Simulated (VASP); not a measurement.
Crystal: Ni.

```
CELL_PARAMETERS angstrom
-1.38372 1.38372 1.38372
1.38372 -1.38372 1.38372
1.38372 1.38372 -1.38372
ATOMIC_POSITIONS crystal
Ni 0.00000 0.00000 0.00000
```

Base run:

- Program: VASP 6.6.1
- Functional: LDA
- Potentials or basis: VASP PAW LDA potentials, release 64 (Ni)
- Cutoff: 520 eV
- k mesh: 17 × 17 × 17
- Occupations: fermi-dirac, width 0.05 eV
- Spin: collinear spin, ferromagnetic start
- Starting moments: [0.42] μB
- Fixed moment: 0.42 μB

Its results: pressure -10.9 GPa; site moments Ni +0.42 μB.

Problem. The run is repeated on the same cell with these changes: fixed moment from 0.42 μB to 0.09 μB; moments at the start from [0.42] to [0.09]. What comes out?

Solution. Pressure -11.9 GPa; site moments Ni +0.09 μB.

Caveats: the total moment is fixed, so each spin has its own Fermi level.
